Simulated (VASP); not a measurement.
# Si (a cell with a defect): single point with LDA

Crystal: Si (a cell with a defect).

```
Si
1.0
     0.00000    5.43000    5.43000
     5.43000    0.00000    5.43000
     5.43000    5.43000    0.00000
Si
17
Cartesian
  0.0109 -0.0485 0.0478
  1.4075 1.3404 1.3076
  2.7928 2.6086 -0.0777
  4.1692 3.9986 1.4307
  2.6673 -0.0484 2.7043
  3.9072 1.1913 4.2380
  5.2670 2.5512 2.8781
  6.7144 3.9987 3.9760
  0.1790 2.8933 2.5361
  1.4075 4.1217 4.0889
  2.7928 5.5070 2.8207
  4.2469 6.9611 3.8982
  2.6673 2.7250 5.4777
  4.0561 4.1217 6.7376
  5.3243 5.5070 5.3523
  6.7144 6.8833 6.8606
  7.4490 4.7333 6.1260
```

```
Program             : VASP 6.6.1
Task                : single point
Functional          : LDA
Potentials or basis : VASP PAW LDA potentials, release 64 (Si)
Cutoff              : 400 eV
k mesh              : 2 × 2 × 2
Occupations         : fermi-dirac, width 0.02 eV
Spin                : no spin polarisation
```

```yaml
Pressure: 1.4 GPa
Largest_force: 0.006 eV/Å
Band_gap_on_the_k_mesh: zero (band 34 reaches 6.67 eV, above the bottom of band 35 at 6.63 eV)
```

Forces in eV/Å, atoms in the order of the input:
```
Si   0.005  0.001 -0.001
Si  -0.001 -0.004  0.001
Si   0.000 -0.005  0.000
Si  -0.001  0.003 -0.003
Si   0.001  0.001 -0.005
Si  -0.002 -0.002  0.002
Si  -0.003 -0.003  0.003
Si   0.003  0.003  0.001
Si   0.004  0.004 -0.004
Si  -0.001 -0.001  0.004
Si   0.000  0.000  0.005
Si   0.000  0.000  0.000
Si   0.001  0.005 -0.001
Si  -0.004 -0.001  0.001
Si  -0.005  0.000  0.000
Si   0.003 -0.001 -0.003
Si   0.000  0.000  0.000
```

Stress tensor (GPa, compression positive):
```
 1.38 -0.45  0.45
-0.45  1.38  0.45
 0.45  0.45  1.38
```

Levels at points of the mesh, in eV from the Fermi level:
| k point | band 32 | band 33 | band 34 | band 35 | band 36 | band 37 |
| --- | --- | --- | --- | --- | --- | --- |
| (0.00, 0.00, 0.00) | -0.61 | -0.61 | -0.43 | 0.01 | 0.01 | 0.25 |
| (0.50, 0.00, 0.00) | -1.28 | -0.82 | -0.29 | 0.30 | 0.64 | 0.96 |
| (0.00, 0.50, 0.00) | -1.28 | -0.82 | -0.29 | 0.30 | 0.64 | 0.96 |
| (0.00, 0.00, 0.50) | -1.19 | -1.19 | 0.04 | 0.49 | 0.49 | 1.18 |
| (0.50, 0.50, 0.00) | -1.65 | -0.38 | -0.25 | 0.58 | 1.40 | 1.51 |
| (0.00, 0.50, 0.50) | -1.65 | -0.38 | -0.25 | 0.58 | 1.40 | 1.51 |

It took 45 s on 1 thread of Intel(R) Xeon(R) 6975P-C (Granite Rapids) (shared host), peak memory 0.26 GiB.

Caveat: the k points lie up to 0.50 Å⁻¹ apart.
